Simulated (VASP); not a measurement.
# Al2Pt (I4/mmm) in VASP: notebook

Al2Pt is run at these levels: r2SCAN; tasks: single point.

All numbers are computed with VASP 6.6.1; they aren't measurements. Logs are shortened: lines on timing, memory, paths and dates and some standing lists are left out, and cuts for length are marked.

**1. The cell of the first run**

It takes space group I4/mmm (No. 139, tetragonal). Conventional cell: a = 4.179 Å, b = 4.179 Å, c = 5.949 Å, α = 90.00°, β = 90.00°, γ = 90.00°. Within 3.4 Å of Al (site symmetry -4m2) lie 4 Pt at 2.56 Å and 6 Al at 2.96 to 2.97 Å. Pt (site symmetry 4/mmm) has 8 Al at 2.56 Å within 3.4 Å.

**2. Single point, r2SCAN**

The input, POSCAR:

```
Al2Pt
1.0
    0.0000000000      2.9550000000      2.9747000000
    2.9550000000      0.0000000000      2.9747000000
    2.9550000000      2.9550000000      0.0000000000
Al Pt
2 1
Direct
    0.2500000000      0.2500000000      0.2500000000
    0.7500000000      0.7500000000      0.7500000000
    0.0000000000      0.0000000000      0.0000000000
```

The input, INCAR.step1:

```
  PREC = Accurate
  ENCUT = 520
  ISMEAR = -1
  SIGMA = 0.1
  LREAL = F
  LASPH = T
  NELM = 100
  NBANDS = 15
  GGA = PE
  ALGO = Normal
  EDIFF = 1E-4
  LWAVE = T
  LCHARG = F
```

The input, INCAR.step2:

```
  PREC = Accurate
  ENCUT = 520
  EDIFF = 1E-6
  ISMEAR = -1
  SIGMA = 0.1
  LREAL = F
  LASPH = T
  NELM = 100
  ALGO = Normal
  ISIF = 2
  LWAVE = F
  LCHARG = F
  METAGGA = R2SCAN
  LMIXTAU = T
  NBANDS = 15
  ISTART = 1
```

The input, KPOINTS:

```
regular mesh
0
Gamma
  10 10 10
```

Potentials or basis: VASP PAW PBE potentials, release 64 (Al, Pt).

Run with:

```console
cat potpaw_PBE.64/Al/POTCAR potpaw_PBE.64/Pt/POTCAR > POTCAR
cp INCAR.step1 INCAR
mpirun -np 1 vasp_std > vasp.out
cp INCAR.step2 INCAR
mpirun -np 1 vasp_std > vasp.out
```

OUTCAR:

```text
PREC = Accurate
   ENCUT = 520
   EDIFF = 1E-6
   ISMEAR = -1
   LREAL = F
   LASPH = T
   NELM = 100
   ISIF = 2
   METAGGA = R2SCAN
   ISTART = 1

 ion  position               nearest neighbor table
   1  0.250  0.250  0.250-   3 2.56   3 2.56   3 2.56   3 2.56   2 2.96   2 2.96   2 2.96   2 2.96
                             2 2.97   2 2.97
   2  0.750  0.750  0.750-   3 2.56   3 2.56   3 2.56   3 2.56   1 2.96   1 2.96   1 2.96   1 2.96
                             1 2.97   1 2.97
   3  0.000  0.000  0.000-   2 2.56   2 2.56   2 2.56   1 2.56   2 2.56   1 2.56   1 2.56   1 2.56

  LATTYP: Found a body centered tetragonal cell.
 ALAT       =     4.1790010768
 C/A-ratio  =     1.4236416528

  Lattice vectors:

 A1 = (  -2.9550000000,   0.0000000000,   2.9747000000)
 A2 = (   2.9550000000,   0.0000000000,   2.9747000000)
 A3 = (   0.0000000000,   2.9550000000,  -2.9747000000)

Analysis of symmetry for initial positions (statically):
=====================================================================
 Subroutine PRICEL returns:
 Original cell was already a primitive cell.

 Routine SETGRP: Setting up the symmetry group for a
 body centered tetragonal supercell.

 Subroutine GETGRP returns: Found 16 space group operations
 (whereof 16 operations were pure point group operations)
 out of a pool of 16 trial point group operations.

The static configuration has the point symmetry D_4h.

Analysis of symmetry for dynamics (positions and initial velocities):
=====================================================================
 Subroutine PRICEL returns:
 Original cell was already a primitive cell.

 Routine SETGRP: Setting up the symmetry group for a
 body centered tetragonal supercell.

 Subroutine GETGRP returns: Found 16 space group operations
 (whereof 16 operations were pure point group operations)
 out of a pool of 16 trial point group operations.

The dynamic configuration has the point symmetry D_4h.

 Subroutine INISYM returns: Found 16 space group operations
 (whereof 16 operations are pure point group operations),
 and found     1 'primitive' translations

----------------------------------------------------------------------------------------

                                     Primitive cell

  volume of cell :      51.9503

  direct lattice vectors                    reciprocal lattice vectors
     0.000000000  2.955000000  2.974700000    -0.169204738  0.169204738  0.168084177
     2.955000000  0.000000000  2.974700000     0.169204738 -0.169204738  0.168084177
     2.955000000  2.955000000  0.000000000     0.169204738  0.169204738 -0.168084177

  length of vectors
     4.192954220  4.192954220  4.179001077     0.292425678  0.292425678  0.292425678

  position of ions in fractional coordinates (direct lattice)
     0.250000000  0.250000000  0.250000000
     0.750000000  0.750000000  0.750000000
     0.000000000  0.000000000  0.000000000

  ion indices of the primitive-cell ions
   primitive index   ion index
                 1           1
                 2           2
                 3           3

----------------------------------------------------------------------------------------

 KPOINTS: regular mesh

Automatic generation of k-mesh.
 Grid dimensions read from file:
 generate k-points for:   10   10   10

 Generating k-lattice:

  Cartesian coordinates                     Fractional coordinates (reciprocal lattice)
    -0.016920474  0.016920474  0.016808418     0.100000000  0.000000000  0.000000000
     0.016920474 -0.016920474  0.016808418     0.000000000  0.100000000  0.000000000
     0.016920474  0.016920474 -0.016808418    -0.000000000 -0.000000000  0.100000000

  Length of vectors
     0.029242568  0.029242568  0.029242568

  Shift w.r.t. Gamma in fractional coordinates (k-lattice)
     0.000000000  0.000000000  0.000000000

 Subroutine IBZKPT returns following result:
 ===========================================

 Found    102 irreducible k-points:

 Following reciprocal coordinates:
            Coordinates               Weight
  0.000000  0.000000  0.000000      1.000000
  0.100000  0.000000  0.000000      8.000000
  0.200000  0.000000  0.000000      8.000000
  0.300000  0.000000  0.000000      8.000000
  0.400000  0.000000  0.000000      8.000000
  0.500000 -0.000000  0.000000      4.000000
[... 16 lines left out ...]
  0.300000  0.300000  0.000000      2.000000
  0.400000  0.300000  0.000000      8.000000
 [... further k-points ...]
   k-points           NKPTS =    102   k-points in BZ     NKDIM =    102   number of bands    NBANDS=     15
   number of dos      NEDOS =    301   number of ions     NIONS =      3
   total plane-waves  NPLWV =  32768
   dimension x,y,z NGX =    32 NGY =   32 NGZ =   32
   dimension x,y,z NGXF=    64 NGYF=   64 NGZF=   64
   ions per type =               2   1
   NGX,Y,Z   is equivalent  to a cutoff of  12.69, 12.69, 12.73 a.u.
   NGXF,Y,Z  is equivalent  to a cutoff of  25.38, 25.38, 25.46 a.u.
 SYSTEM =  unknown system
   PREC   = accura    normal or accurate (medium, high low for compatibility)
   ISTART =      1    job   : 0-new  1-cont  2-samecut
   ICHARG =      0    charge: 1-file 2-atom 10-const
   ISPIN  =      1    spin polarized calculation?
   LNONCOLLINEAR =      F non collinear calculations
   LSORBIT =      F    spin-orbit coupling
   LASPH  =      T    aspherical Exc in radial PAW
   ENCUT  =  520.0 eV  38.22 Ry    6.18 a.u.   7.80  7.80  7.77*2*pi/ulx,y,z
   NELM   =    100;   NELMIN=  2; NELMDL=  0     # of ELM steps
   EDIFF  = 0.1E-05   stopping-criterion for ELM
   LREAL  =      F    real-space projection
   EDIFFG = 0.1E-04   stopping-criterion for IOM
   NSW    =      0    number of steps for IOM
   IBRION =     -1    ionic relax: 0-MD 1-quasi-New 2-CG
   NFREE  =      0    steps in history (QN), initial steepest desc. (CG)
   ISIF   =      2    stress and relaxation
   ISYM   =      2    0-nonsym 1-usesym 2-fastsym
   POTIM  = 0.5000    time-step for ionic-motion
   TEBEG  =    0.0;   TEEND  =   0.0 temperature during run
   PSTRESS=    0.0 pullay stress
   NELECT =      16.0000    total number of electrons
   NUPDOWN=      -1.0000    fix difference up-down
   EMIN   =  10.00;   EMAX   =-10.00  energy-range for DOS
   EFERMI =   0.00;   METHOD = LEGACY
   ISMEAR =    -1;   SIGMA  =   0.10  broadening in eV -4-tet -1-fermi 0-gaus
   EFERMI_NEDOS =   21; number of points for ismear=-14 and -15
   IALGO  =     38    algorithm
   IMIX   =      4    mixing-type and parameters
     AMIX     =   0.40;   BMIX     =  1.00
     AMIX_MAG =   1.60;   BMIX_MAG =  1.00
  volume/ion in A,a.u.               =      17.32       116.86
  Fermi-wavevector in a.u.,A,eV,Ry     =   1.105568  2.089221 16.630136  1.222281
  Thomas-Fermi vector in A             =   2.242057
   LORBIT       =      0    0 simple, 1 ext, 2 COOP (PROOUT), +10 PAW based schemes
   METAGGA = R2SCAN    functional components
   LHFCALC =     F    Hartree Fock is set to
   AEXX    =    0.0000 exact exchange contribution
   IVDW    =     0    specifies the selected vdW correction
   LEPSILON=     F    determine dielectric tensor
   LRPA    =     F    only Hartree local field effects (RPA)
 non-spin polarized calculation
  energy-cutoff  :      520.00
  volume of cell :       51.95
 maximum number of plane-waves:      1415
   NGX = 15   NGY = 15   NGZ = 15

 number of electron      16.0000000 magnetization

 Free energy of the ion-electron system (eV)
  ---------------------------------------------------
  ext. energy  EPLUGINS =         0.00000000
  ---------------------------------------------------
  free energy    TOTEN  =       -67.92765080 eV

  energy without entropy =      -67.89213981  energy(sigma->0) =      -67.90989530

 E-fermi :   7.7131     XC(G=0): -11.4294

 val. band max:        7.6898760122   @ k =  -0.2000   0.3000   0.2000
 cond. band min:       7.7983029927   @ k =   0.5000  -0.0000   0.2000
 fundamental gap:      0.1084269805
 Fermi energy:         7.7130819939

 k-point     1 :       0.0000    0.0000    0.0000
  band No.  band energies     occupation
      1      -2.9822      2.00000
      2       2.4248      2.00000
      3       2.4248      2.00000
      4       2.4349      2.00000
      5       3.8217      2.00000
      6       3.8506      2.00000
      7      11.3316      0.00000
      8      11.6456      0.00000
      9      11.6989      0.00000
     10      11.6989      0.00000
     11      13.4211      0.00000
     12      13.4211      0.00000
     13      13.5257      0.00000
     14      14.4534      0.00000
     15      14.6648      0.00000

 k-point     2 :       0.1000    0.0000    0.0000
  band No.  band energies     occupation
      1      -2.8377      2.00000
      2       2.3490      2.00000
      3       2.4739      2.00000
      4       2.4804      2.00000
      5       3.8067      2.00000
      6       3.8343      2.00000
      7      10.0288      0.00000
      8      11.2722      0.00000
      9      11.3006      0.00000
     10      11.5269      0.00000
     11      13.8658      0.00000
     12      13.9196      0.00000
     13      14.1805      0.00000
     14      14.3276      0.00000
     15      14.3522      0.00000
[... 365 lines left out ...]
      3       3.0781      2.00000
      4       3.0781      2.00000
      5       3.0826      2.00000
      6       4.1821      2.00000
      7       6.5866      1.99997
      8       7.5931      1.53698
      9       7.5931      1.53696
     10      11.2565      0.00000
     11      11.7296      0.00000
     12      16.5580      0.00000
     13      16.5580      0.00000
     14      16.6533      0.00000
     15      16.7040      0.00000

 k-point    24 :       0.4000    0.3000    0.0000
  band No.  band energies     occupation
      1      -0.6357      2.00000
      2       1.6146      2.00000
      3       2.7669      2.00000
      4       3.2614      2.00000
      5       3.4475      2.00000
      6       4.2387      2.00000
      7       5.2258      2.00000
      8       7.0475      1.99743
      9       7.1083      1.99528
     10      11.3831      0.00000
     11      11.9721      0.00000
     12      15.7162      0.00000
     13      16.7156      0.00000
     14      17.3885      0.00000
     15      18.0482      0.00000

 [... further k-points ...]

------------------------ aborting loop because EDIFF is reached ----------------------------------------

  FORCE on cell =-STRESS in cart. coord.  units (eV):
  Direction    XX          YY          ZZ          XY          YZ          ZX
  --------------------------------------------------------------------------------------
  -------------------------------------------------------------------------------------
  Total       -0.4551562     -0.4551562     -0.6171729      0.0000000     -0.0000000     -0.0000000
  in kB      -14.0372772    -14.0372772    -19.0339670      0.0000000     -0.0000000     -0.0000000
  external PRESSURE =     -15.7028405 kB  Pullay stress =       0.0000000 kB

 VOLUME and BASIS-vectors are now :
 -----------------------------------------------------------------------------
  energy-cutoff  :      520.00
  volume of cell :       51.95
      direct lattice vectors                 reciprocal lattice vectors
     0.000000000  2.955000000  2.974700000    -0.169204738  0.169204738  0.168084177
     2.955000000  0.000000000  2.974700000     0.169204738 -0.169204738  0.168084177
     2.955000000  2.955000000  0.000000000     0.169204738  0.169204738 -0.168084177

 POSITION                                       TOTAL-FORCE (eV/Angst)
 -----------------------------------------------------------------------------------
      1.47750      1.47750      1.48735        -0.000000     -0.000000     -0.000000
      4.43250      4.43250      4.46205         0.000000      0.000000      0.000000
      0.00000      0.00000      0.00000        -0.000000      0.000000      0.000000
 -----------------------------------------------------------------------------------
    total drift:                                0.000000     -0.000000      0.000000

  FREE ENERGIE OF THE ION-ELECTRON SYSTEM (eV)
  ---------------------------------------------------
  free  energy   TOTEN  =       -67.9276507989 eV

  energy  without entropy=      -67.8921398095  energy(sigma->0) =      -67.90989530
```

Run time: 2.2 min. Hardware: 1 thread of AMD EPYC 9R45 (Zen 5), shared host; peak memory 0.21 GiB.

What came out:

```
Free energy            : -67.9277 eV
Pressure               : -1.6 GPa
Band gap on the k mesh : zero (bands 8 and 9 overlap by 5.61 eV)
```

Levels at points of the mesh, in eV from the Fermi level:
```tsv
k point	band 4	band 5	band 6	band 7	band 8	band 9	band 10	band 11	band 12	band 13
(0.00, 0.00, 0.00)	-5.28	-3.89	-3.86	3.62	3.93	3.99	3.99	5.71	5.71	5.81
(0.50, 0.00, 0.00)	-4.94	-3.88	-3.63	-3.62	1.01	1.07	4.32	5.48	5.51	5.90
(0.50, 0.50, 0.00)	-3.94	-3.94	-3.61	-3.34	-1.67	-1.67	3.56	3.75	8.46	11.61
(0.50, 0.00, 0.50)	-3.95	-3.92	-3.59	-3.35	-1.74	-1.68	3.48	3.71	8.46	11.52
```

Caveat: the PAW data sets were made with another functional, which shifts forces and pressure a little; spin-orbit coupling is left out, which moves the levels of the heavy elements.

[end of part 1 of 2]

The gap in the log of VASP goes by the Fermi energy; the results here count the filled bands.